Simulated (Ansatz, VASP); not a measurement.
# Al2Cu: VASP beside Ansatz

```
Al Cu
1.0
    -2.90510    2.90510    2.34365
     2.90510   -2.90510    2.34365
     2.90510    2.90510   -2.34365
Al Cu
4 2
Cartesian
  3.8273 0.9222 0.0000
  1.9829 0.9222 2.3437
  -0.9222 1.9829 2.3436
  0.9222 1.9829 0.0000
  0.0000 0.0000 3.5155
  0.0000 0.0000 1.1718
```

Alike in both runs: task single point; functional PBE; k mesh 10 × 10 × 10; occupations gaussian, width 0.15 eV; no spin polarisation.

```csv
,VASP,Ansatz
version,VASP 6.6.1,Ansatz 0.2.0
potentials or method,"VASP PAW PBE potentials, release 64 (Al, Cu), cutoff 520 eV","scalar-relativistic, plane waves, PAW"
valence electrons in the cell,34,50
```

```tsv
	VASP	Ansatz	Ansatz less VASP
gap on the k mesh at the Fermi level (eV)	none	none	-
pressure (GPa)	16.3	16.2	-0.11
traceless stress, the component that is largest in VASP (GPa)	0.11	0.08	-0.035
rms of the force components (eV/Å)	0.048	0.047	-0.0012
```

Atom by atom the forces differ by 0.001 eV/Å (rms over components). A gap of «none» marks a metal or a gap that the smearing closes. With one functional, cell and mesh, what is left measures potentials, basis and numerics. VASP's potentials hold 34 valence electrons a cell and Ansatz's 50, so a difference there can come from the potentials and not from the codes.
